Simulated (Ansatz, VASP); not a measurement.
**ZrS2: VASP beside Ansatz**

File INCAR:

```
SYSTEM = ZrS2
  PREC = Accurate
  ENCUT = 500
  EDIFF = 1E-6
  ISMEAR = 0
  SIGMA = 0.01
  LREAL = .False.
  LASPH = .True.
  NELM = 120
  ALGO = Normal
  ISIF = 2
  LWAVE = .False.
  LCHARG = .False.
  NBANDS = 19
  GGA_COMPAT = .False.
```

File KPOINTS:

```
Automatic mesh
0
Gamma
  8 8 4
  0 0 0
```

POSCAR

```
ZrS2
1.0
    3.6131199515      0.0000000000      0.0000000000
   -1.8065599757      3.1290536649      0.0000000000
    0.0000000000      0.0000000000      5.6427374870
Zr S
1 2
Direct
    0.0000000000      0.0000000000      0.0000000000
    0.6666666667      0.3333333333      0.7443259285
    0.3333333333      0.6666666667      0.2556740715
```

Input for Ansatz:

```yaml
crystal:
  lattice:
    - [3.61311995146, 0.0, 0.0]
    - [-1.80655997573, 3.12905366488, 0.0]
    - [0.0, 0.0, 5.64273748703]
  atoms:
    - { symbol: Zr, position: [0.0, 0.0, 0.0] }
    - { symbol: S, position: [0.666666666667, 0.333333333333, 0.744325928513] }
    - { symbol: S, position: [0.333333333333, 0.666666666667, 0.255674071487] }
kpoints:
  mp_grid: { grid: [8, 8, 4] }
scf:
  occupations: { method: fixed }
  convergence: { dr2_threshold: 1.0e-10 }
hamiltonian:
  xc: lda
  pseudopotentials: { kind: all_electron, lapw: { basis_error: 0.0005 } }
output:
  forces: true
  stress: true
  eigenstates:
    kpoints:
      - [0.0, 0.0, 0.0]
      - [0.5, -0.5, 0.5]
      - [0.0, 0.5, 0.5]
      - [0.5, 0.0, -0.5]
      - [0.0, 0.0, 0.5]
      - [-0.5, 0.0, 0.0]
      - [-0.5, 0.5, 0.0]
      - [0.0, -0.5, 0.0]
  eigenvalues: true
```

Change from the starting cell: film at in-plane strain +0.005.

Alike in both runs: task single point; functional LDA; k mesh 8 × 8 × 4; no spin polarisation.

|  | VASP | Ansatz |
| --- | --- | --- |
| version | VASP 6.6.1 | Ansatz 0.2.0 |
| potentials or method | VASP PAW LDA potentials, release 64 (Zr_sv, S), cutoff 500 eV | all-electron LAPW, scalar-relativistic |
| occupations | gaussian, width 0.01 eV | fixed |

Ansatz gave:

| Quantity | Value |
| --- | --- |
| gap on the k mesh at the Fermi level (eV) | 0.50 |
| pressure (GPa) | -0.5 |
| traceless stress, the component that is largest in VASP (GPa) | 0.50 |
| rms of the force components (eV/Å) | 0.001 |

Problem. Estimate VASP's values.

Solution. gap on the k mesh at the Fermi level (eV): 0.50; pressure (GPa): -0.4; traceless stress, the component that is largest in VASP (GPa): 0.51; rms of the force components (eV/Å): 0.009.

LDA's correlation is that of Perdew and Zunger in VASP and of Perdew and Wang (1992) in Ansatz. Atom by atom the forces differ by 0.008 eV/Å (rms over components). Ansatz ran all-electron here, and VASP with PAW potentials.
